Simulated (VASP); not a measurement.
A run of VASP 6.6.1:

File INCAR:

```
SYSTEM = Na2Sb3
  PREC = Accurate
  ENCUT = 520
  EDIFF = 1E-7
  ISMEAR = 0
  SIGMA = 0.1
  LREAL = .FALSE.
  LASPH = .TRUE.
  NELM = 100
  ALGO = Normal
  ISIF = 2
  LWAVE = .FALSE.
  LCHARG = .FALSE.
  GGA = PE
  NBANDS = 22
```

KPOINTS

```
Automatic mesh
0
G
  6 6 4
  0 0 0
```

POSCAR

```
Na2Sb3
1.0
    4.9946487761      0.0000000000      0.0000000000
   -2.4973243880      4.3254927231      0.0000000000
    0.0000000000      0.0000000000      6.5593916500
Na Sb
2 3
Direct
    0.3333333333      0.6666666667      0.1460702246
    0.6666666667      0.3333333333      0.8539297754
    0.0000000000      0.0000000000      0.0000000000
    0.3333333333      0.6666666667      0.6230709847
    0.6666666667      0.3333333333      0.3769290153
```

Potentials or basis: VASP PAW PBE potentials, release 64 (Na_pv, Sb).

Command:

```bash
$ cat potpaw_PBE.64/Na_pv/POTCAR potpaw_PBE.64/Sb/POTCAR > POTCAR
$ mpirun -np 1 vasp_std > vasp.out
```

Hardware: 1 thread of Intel(R) Xeon(R) Platinum 8488C (Sapphire Rapids), with other jobs on the host.

Estimate the wall time of this run.

Run time: 51 s on 1 thread of Intel(R) Xeon(R) Platinum 8488C (Sapphire Rapids) (shared host), peak memory 0.29 GiB. Counts: scf iterations 16, k points 24.
